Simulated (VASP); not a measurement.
# BaTiO3 (R3m) in VASP: single point with PBE+U

Aim: the single point of BaTiO3 with PBE+U.

Program: VASP 6.6.1. These are calculated values, not measurements. Logs are shortened: lines on timing, memory, paths and dates and some standing lists are left out, and cuts for length are marked.

### Step 1. The cell of the first run

The structure is trigonal, space group R3m (No. 160). The conventional cell has a = 5.694 Å, b = 5.694 Å, c = 7.000 Å, α = 90.00°, β = 90.00°, γ = 120.00°. Ba (site symmetry 3m) has 12 O at 2.81 to 2.90 Å and 8 Ti at 3.40 to 3.60 Å within 3.7 Å. Ti (site symmetry 3m) has 6 O at 1.89 to 2.15 Å within 2.5 Å. Within 2.5 Å of O (site symmetry m) lie 2 Ti at 1.89 to 2.15 Å.

### Step 2. Single point, PBE+U

Input file INCAR:

```
SYSTEM = BaTiO3
PREC = Accurate
ENCUT = 600
EDIFF = 1E-6
ISMEAR = -1
SIGMA = 0.1
LREAL = .False.
LASPH = .True.
NELM = 200
ALGO = Normal
ISIF = 2
LWAVE = .False.
LCHARG = .True.
LMAXMIX = 4
LDAU = .True.
LDAUTYPE = 2
LDAUL = -1 2 1
LDAUU = 0 3.98 4.84
LDAUJ = 0 0 0
LDAUPRINT = 1
GGA = PE
LELF = .True.
LVHAR = .True.
NBANDS = 51
GGA_COMPAT = .False.
```

Input file KPOINTS:

```
Automatic mesh
0
Gamma
  6 6 6
  0 0 0
```

Input file POSCAR:

```
BaTiO3
1.0
    4.0416504000      4.0312302500      0.0000000000
    0.0208201700      4.0416202000      4.0312101100
    4.0416504000      0.0103899500      4.0312101100
Ba Ti O
2 2 6
Direct
    0.0000000000      0.0000000000      0.0000000000
    0.5000000000      0.5000000000      0.5000000000
    0.2430000000      0.2430000000      0.2430000000
    0.7430000000      0.7430000000      0.7430000000
    0.4991500000      0.0092500000      0.0092500000
    0.9991500000      0.5092500000      0.5092500000
    0.0092500000      0.4991500000      0.0092500000
    0.5092500000      0.9991500000      0.5092500000
    0.0092500000      0.0092500000      0.4991500000
    0.5092500000      0.5092500000      0.9991500000
```

Potentials or basis: VASP PAW PBE potentials, release 64 (Ba_sv, Ti_sv, O).

Launch:

```console
cat potpaw_PBE.64/Ba_sv/POTCAR potpaw_PBE.64/Ti_sv/POTCAR potpaw_PBE.64/O/POTCAR > POTCAR
mpirun -np 1 vasp_std > vasp.out
```

OUTCAR:

```text
SYSTEM = BaTiO3
   PREC = Accurate
   ENCUT = 600
   EDIFF = 1E-6
   ISMEAR = -1
   LREAL = .False.
   LASPH = .True.
   NELM = 200
   ISIF = 2
   GGA = PE

 ion  position               nearest neighbor table
   1  0.000  0.000  0.000-   9 2.81   5 2.81   7 2.81   8 2.85   8 2.85  10 2.85  10 2.85   6 2.85
                             6 2.85   9 2.90   5 2.90   7 2.90   3 3.40   4 3.46   4 3.46   4 3.46
   2  0.500  0.500  0.500-  10 2.81   6 2.81   8 2.81   7 2.85   7 2.85   9 2.85   9 2.85   5 2.85
                             5 2.85  10 2.90   6 2.90   8 2.90   4 3.40   3 3.46   3 3.46   3 3.46
   3  0.243  0.243  0.243-   5 1.89   7 1.89   9 1.89   6 2.15   8 2.15  10 2.15   1 3.40   2 3.46
                             2 3.46   2 3.46   1 3.52   1 3.52   1 3.52   2 3.60
   4  0.743  0.743  0.743-   6 1.89   8 1.89  10 1.89   5 2.15   7 2.15   9 2.15   2 3.40   1 3.46
                             1 3.46   1 3.46   2 3.52   2 3.52   2 3.52   1 3.60
   5  0.499  0.009  0.009-   3 1.89   4 2.15   1 2.81   2 2.85   2 2.85   1 2.90
   6  0.999  0.509  0.509-   4 1.89   3 2.15   2 2.81   1 2.85   1 2.85   2 2.90
   7  0.009  0.499  0.009-   3 1.89   4 2.15   1 2.81   2 2.85   2 2.85   1 2.90
   8  0.509  0.999  0.509-   4 1.89   3 2.15   2 2.81   1 2.85   1 2.85   2 2.90
   9  0.009  0.009  0.499-   3 1.89   4 2.15   1 2.81   2 2.85   2 2.85   1 2.90
  10  0.509  0.509  0.999-   4 1.89   3 2.15   2 2.81   1 2.85   1 2.85   2 2.90
[... 7 lines left out ...]
 A1 = (   4.0416504000,   4.0312302500,   0.0000000000)
 A2 = (   0.0208201700,   4.0416202000,   4.0312101100)
 A3 = (   4.0416504000,   0.0103899500,   4.0312101100)

Analysis of symmetry for initial positions (statically):
=====================================================================
 Subroutine PRICEL returns following result:

  LATTYP: Found a trigonal (rhomboedric) cell.
 ALAT       =     4.0312436913
 COS(alpha) =     0.0025823507

  Lattice vectors:

 A1 = (  -0.0104100850,  -4.0312302500,   0.0000000000)
 A2 = (  -4.0312403150,  -0.0000000000,   0.0000000000)
 A3 = (  -0.0104100850,  -0.0103899500,  -4.0312101100)

   2 primitive cells build up your supercell.

 Routine SETGRP: Setting up the symmetry group for a
 trigonal (rhombohedral) supercell.

 Subroutine GETGRP returns: Found  6 space group operations
 (whereof  6 operations were pure point group operations)
 out of a pool of 12 trial point group operations.

The static configuration has the point symmetry C_3v.

Analysis of symmetry for dynamics (positions and initial velocities):
=====================================================================
 Subroutine PRICEL returns following result:

  LATTYP: Found a trigonal (rhomboedric) cell.
 ALAT       =     4.0312436913
 COS(alpha) =     0.0025823507

  Lattice vectors:

 A1 = (  -0.0104100850,  -4.0312302500,   0.0000000000)
 A2 = (  -4.0312403150,  -0.0000000000,   0.0000000000)
 A3 = (  -0.0104100850,  -0.0103899500,  -4.0312101100)

   2 primitive cells build up your supercell.

 Routine SETGRP: Setting up the symmetry group for a
 trigonal (rhombohedral) supercell.

 Subroutine GETGRP returns: Found  6 space group operations
 (whereof  6 operations were pure point group operations)
 out of a pool of 12 trial point group operations.

The dynamic configuration has the point symmetry C_3v.

 Subroutine INISYM returns: Found  6 space group operations
 (whereof  6 operations are pure point group operations),
 and found     2 'primitive' translations

----------------------------------------------------------------------------------------

                                     Primitive cell

  volume of cell :      65.5106

  direct lattice vectors                    reciprocal lattice vectors
    -0.010410085 -4.031230250  0.000000000     0.000000000 -0.248063231  0.000639353
    -4.031240315 -0.000000000  0.000000000    -0.248062611  0.000640587  0.000638939
    -0.010410085 -0.010389950 -4.031210110     0.000000000  0.000000000 -0.248064470

  length of vectors
     4.031243691  4.031240315  4.031236941     0.248064055  0.248064261  0.248064470

  position of ions in fractional coordinates (direct lattice)
     0.000000000  0.000000000  0.000000000
     0.514000000  0.514000000  0.514000000
     0.491600000  0.491600000  0.981500000
     0.491600000  0.981500000  0.491600000
[... 98 lines left out ...]
   IALGO  =     38    algorithm
   IMIX   =      4    mixing-type and parameters
     AMIX     =   0.40;   BMIX     =  1.00
     AMIX_MAG =   1.60;   BMIX_MAG =  1.00
  volume/ion in A,a.u.               =      13.10        88.42
  Fermi-wavevector in a.u.,A,eV,Ry     =   1.388857  2.624559 26.244608  1.928924
  Thomas-Fermi vector in A             =   2.512943
   LORBIT       =      0    0 simple, 1 ext, 2 COOP (PROOUT), +10 PAW based schemes
 LDA+U is selected, type is set to LDAUTYPE =  2
   angular momentum for each species LDAUL =    -1    2    1
   U (eV)           for each species LDAUU =   0.0  4.0  4.8
   J (eV)           for each species LDAUJ =   0.0  0.0  0.0
   GGA     = PE    functional components
   LHFCALC =     F    Hartree Fock is set to
   AEXX    =    0.0000 exact exchange contribution
   IVDW    =     0    specifies the selected vdW correction
   LEPSILON=     F    determine dielectric tensor
   LRPA    =     F    only Hartree local field effects (RPA)
 non-spin polarized calculation
  energy-cutoff  :      600.00
  volume of cell :      131.02
 maximum number of plane-waves:      4399
 NGX is ok and might be reduce to    48
   NGX = 23   NGY = 23   NGZ = 23

atom =   3  type =  2  l = 2

 onsite density matrix

spin component  1

  0.1093 -0.0006  0.0062 -0.0005 -0.0003
 -0.0006  0.1093 -0.0028 -0.0006  0.0056
  0.0062 -0.0028  0.2424 -0.0028  0.0000
 -0.0005 -0.0006 -0.0028  0.1093 -0.0056
 -0.0003  0.0056  0.0000 -0.0056  0.2423

spin component  2

  0.1093 -0.0006  0.0062 -0.0005 -0.0003
 -0.0006  0.1093 -0.0028 -0.0006  0.0056
  0.0062 -0.0028  0.2424 -0.0028  0.0000
 -0.0005 -0.0006 -0.0028  0.1093 -0.0056
 -0.0003  0.0056  0.0000 -0.0056  0.2423

 occupancies and eigenvectors

  o =  0.1081  v = -0.5787 -0.5759  0.0026 -0.5774 -0.0015  0.0000  0.0000  0.0000  0.0000  0.0000      0.0000  0.0000  0.0000  0.0000  0.0000  0.0000  0.0000  0.0000  0.0000  0.0000
  o =  0.1081  v =  0.0000  0.0000  0.0000  0.0000  0.0000 -0.5787 -0.5759  0.0026 -0.5774 -0.0015      0.0000  0.0000  0.0000  0.0000  0.0000  0.0000  0.0000  0.0000  0.0000  0.0000
  o =  0.1094  v =  0.0000  0.0000  0.0000  0.0000  0.0000 -0.5313 -0.2694  0.0362  0.8012  0.0434      0.0000  0.0000  0.0000  0.0000  0.0000  0.0000  0.0000  0.0000  0.0000  0.0000
  o =  0.1094  v = -0.5313 -0.2694  0.0362  0.8012  0.0434  0.0000  0.0000  0.0000  0.0000  0.0000      0.0000  0.0000  0.0000  0.0000  0.0000  0.0000  0.0000  0.0000  0.0000  0.0000
  o =  0.1094  v =  0.0000  0.0000  0.0000  0.0000  0.0000  0.6169 -0.7704 -0.0420  0.1498  0.0401      0.0000  0.0000  0.0000  0.0000  0.0000  0.0000  0.0000  0.0000  0.0000  0.0000
  o =  0.1094  v =  0.6169 -0.7704 -0.0420  0.1498  0.0401  0.0000  0.0000  0.0000  0.0000  0.0000      0.0000  0.0000  0.0000  0.0000  0.0000  0.0000  0.0000  0.0000  0.0000  0.0000
  o =  0.2428  v = -0.0455  0.0320 -0.9586  0.0087  0.2792  0.0000  0.0000  0.0000  0.0000  0.0000      0.0000  0.0000  0.0000  0.0000  0.0000  0.0000  0.0000  0.0000  0.0000  0.0000
  o =  0.2428  v =  0.0000  0.0000  0.0000  0.0000  0.0000 -0.0455  0.0320 -0.9586  0.0087  0.2792      0.0000  0.0000  0.0000  0.0000  0.0000  0.0000  0.0000  0.0000  0.0000  0.0000
  o =  0.2428  v =  0.0000  0.0000  0.0000  0.0000  0.0000  0.0106  0.0342  0.2793 -0.0460  0.9584      0.0000  0.0000  0.0000  0.0000  0.0000  0.0000  0.0000  0.0000  0.0000  0.0000
  o =  0.2428  v =  0.0106  0.0342  0.2793 -0.0460  0.9584  0.0000  0.0000  0.0000  0.0000  0.0000      0.0000  0.0000  0.0000  0.0000  0.0000  0.0000  0.0000  0.0000  0.0000  0.0000

atom =   4  type =  2  l = 2

 onsite density matrix

spin component  1

  0.1093 -0.0006  0.0062 -0.0005 -0.0003
 -0.0006  0.1093 -0.0028 -0.0006  0.0056
  0.0062 -0.0028  0.2424 -0.0028  0.0000
 -0.0005 -0.0006 -0.0028  0.1093 -0.0056
 -0.0003  0.0056  0.0000 -0.0056  0.2423

spin component  2

  0.1093 -0.0006  0.0062 -0.0005 -0.0003
 -0.0006  0.1093 -0.0028 -0.0006  0.0056
  0.0062 -0.0028  0.2424 -0.0028  0.0000
 -0.0005 -0.0006 -0.0028  0.1093 -0.0056
 -0.0003  0.0056  0.0000 -0.0056  0.2423

 occupancies and eigenvectors

  o =  0.1081  v = -0.5787 -0.5759  0.0026 -0.5774 -0.0015  0.0000  0.0000  0.0000  0.0000  0.0000      0.0000  0.0000  0.0000  0.0000  0.0000  0.0000  0.0000  0.0000  0.0000  0.0000
  o =  0.1081  v =  0.0000  0.0000  0.0000  0.0000  0.0000 -0.5787 -0.5759  0.0026 -0.5774 -0.0015      0.0000  0.0000  0.0000  0.0000  0.0000  0.0000  0.0000  0.0000  0.0000  0.0000
  o =  0.1094  v =  0.0000  0.0000  0.0000  0.0000  0.0000 -0.5313 -0.2694  0.0362  0.8012  0.0434      0.0000  0.0000  0.0000  0.0000  0.0000  0.0000  0.0000  0.0000  0.0000  0.0000
  o =  0.1094  v = -0.5313 -0.2694  0.0362  0.8012  0.0434  0.0000  0.0000  0.0000  0.0000  0.0000      0.0000  0.0000  0.0000  0.0000  0.0000  0.0000  0.0000  0.0000  0.0000  0.0000
  o =  0.1094  v =  0.0000  0.0000  0.0000  0.0000  0.0000  0.6169 -0.7704 -0.0420  0.1498  0.0401      0.0000  0.0000  0.0000  0.0000  0.0000  0.0000  0.0000  0.0000  0.0000  0.0000
  o =  0.1094  v =  0.6169 -0.7704 -0.0420  0.1498  0.0401  0.0000  0.0000  0.0000  0.0000  0.0000      0.0000  0.0000  0.0000  0.0000  0.0000  0.0000  0.0000  0.0000  0.0000  0.0000
  o =  0.2428  v = -0.0455  0.0320 -0.9586  0.0087  0.2792  0.0000  0.0000  0.0000  0.0000  0.0000      0.0000  0.0000  0.0000  0.0000  0.0000  0.0000  0.0000  0.0000  0.0000  0.0000
  o =  0.2428  v =  0.0000  0.0000  0.0000  0.0000  0.0000 -0.0455  0.0320 -0.9586  0.0087  0.2792      0.0000  0.0000  0.0000  0.0000  0.0000  0.0000  0.0000  0.0000  0.0000  0.0000
  o =  0.2428  v =  0.0000  0.0000  0.0000  0.0000  0.0000  0.0106  0.0342  0.2793 -0.0460  0.9584      0.0000  0.0000  0.0000  0.0000  0.0000  0.0000  0.0000  0.0000  0.0000  0.0000
  o =  0.2428  v =  0.0106  0.0342  0.2793 -0.0460  0.9584  0.0000  0.0000  0.0000  0.0000  0.0000      0.0000  0.0000  0.0000  0.0000  0.0000  0.0000  0.0000  0.0000  0.0000  0.0000

 number of electron      79.9999997 magnetization

 Free energy of the ion-electron system (eV)
  ---------------------------------------------------
  ext. energy  EPLUGINS =         0.00000000
  ---------------------------------------------------
  free energy    TOTEN  =       -53.48763070 eV

  energy without entropy =      -53.48763002  energy(sigma->0) =      -53.48763036

 E-fermi :   5.0225     XC(G=0): -11.1183

 val. band max:        3.5905132565   @ k =   0.0000   0.0000   0.0000
 cond. band min:       6.3924577575   @ k =   0.0000   0.0000   0.0000
 fundamental gap:      2.8019445010
 Fermi energy:         5.0224531044

 k-point     1 :       0.0000    0.0000    0.0000
  band No.  band energies     occupation
      1     -53.8313      2.00000
      2     -53.8292      2.00000
      3     -30.0570      2.00000
      4     -30.0458      2.00000
      5     -30.0458      2.00000
      6     -30.0236      2.00000
[... 1285 lines left out ...]
     50      10.8027      0.00000
     51      10.9608      0.00000

 [... further k-points ...]
[... 5 lines left out ...]
  --------------------------------------------------------------------------------------
  -------------------------------------------------------------------------------------
  Total        3.7974943      3.7982519      3.7989855     -0.1455474     -0.1447919     -0.1451725
  in kB       46.4371957     46.4464598     46.4554311     -1.7798087     -1.7705703     -1.7752244
  external PRESSURE =      46.4463622 kB  Pullay stress =       0.0000000 kB

 VOLUME and BASIS-vectors are now :
 -----------------------------------------------------------------------------
  energy-cutoff  :      600.00
  volume of cell :      131.02
      direct lattice vectors                 reciprocal lattice vectors
     4.041650400  4.031230250  0.000000000     0.124031306  0.123711322 -0.124671381
     0.020820170  4.041620200  4.031210110    -0.124031306  0.124351909  0.124032028
     4.041650400  0.010389950  4.031210110     0.124031306 -0.124351909  0.124032442

 POSITION                                       TOTAL-FORCE (eV/Angst)
 -----------------------------------------------------------------------------------
      0.00000      0.00000      0.00000        -0.064128     -0.063963     -0.063798
      4.05206      4.04162      4.03121        -0.064128     -0.063963     -0.063798
      1.96930      1.96423      1.95917         0.508116      0.506807      0.505502
      6.02136      6.00585      5.99038         0.508116      0.506807      0.505502
      2.05497      2.04967      0.07458         0.041305      0.041198     -0.526815
      6.10703      6.09129      4.10579         0.041305      0.041198     -0.526815
      0.08516      2.05476      2.04947        -0.526599      0.042666      0.042556
      4.13722      6.09638      6.08068        -0.526599      0.042666      0.042556
      2.05497      0.07986      2.04947         0.041305     -0.526708      0.042556
      6.10703      4.12148      6.08068         0.041305     -0.526708      0.042556
 -----------------------------------------------------------------------------------
    total drift:                               -0.000047      0.000033     -0.000212

  FREE ENERGIE OF THE ION-ELECTRON SYSTEM (eV)
  ---------------------------------------------------
  free  energy   TOTEN  =       -53.4876306980 eV

  energy  without entropy=      -53.4876300190  energy(sigma->0) =      -53.48763036
```

Run time: 5.2 min. Hardware: 1 thread of Intel Xeon Platinum 8259CL at 2.50GHz (Skylake/Cascade Lake), shared host; peak memory 0.46 GiB.

Results:

| Item | Value |
| --- | --- |
| Free energy | -53.4876 eV |
| Pressure | 4.6 GPa |
| Largest force | 0.878 eV/Å |
| Band gap on the k mesh | 2.80 eV |

Forces on the atoms (eV/Å):
```
Ba  -0.064 -0.064 -0.064
Ba  -0.064 -0.064 -0.064
Ti   0.508  0.507  0.506
Ti   0.508  0.507  0.506
O    0.041  0.041 -0.527
O    0.041  0.041 -0.527
O   -0.527  0.043  0.043
O   -0.527  0.043  0.043
O    0.041 -0.527  0.043
O    0.041 -0.527  0.043
```

Stress tensor (GPa, compression positive):
```
 4.64 -0.18 -0.18
-0.18  4.64 -0.18
-0.18 -0.18  4.65
```

Levels at points of the mesh, in eV from the valence-band top:
| k point | band 38 | band 39 | band 40 | band 41 | band 42 | band 43 |
| --- | --- | --- | --- | --- | --- | --- |
| (0.00, 0.00, 0.00) | -0.01 | -0.01 | 0.00 | 2.80 | 2.80 | 2.89 |
| (0.50, 0.00, 0.00) | -0.66 | -0.57 | -0.57 | 3.72 | 3.72 | 3.91 |
| (0.50, 0.50, 0.00) | -0.87 | -0.85 | -0.09 | 2.98 | 4.16 | 4.22 |
| (0.50, 0.50, 0.50) | -0.74 | -0.54 | -0.54 | 3.91 | 3.91 | 3.91 |

Eigenvalues of the final occupation matrices:
| site | spin | trace | eigenvalues |
| --- | --- | --- | --- |
| site 3 d | 1 | 0.81 | 0.11 0.11 0.11 0.24 0.24 |
| site 3 d | 2 | 0.81 | 0.11 0.11 0.11 0.24 0.24 |
| site 4 d | 1 | 0.81 | 0.11 0.11 0.11 0.24 0.24 |
| site 4 d | 2 | 0.81 | 0.11 0.11 0.11 0.24 0.24 |

Caveat: the cell stands under pressure; spin-orbit coupling is left out, which moves the levels of the heavy elements.
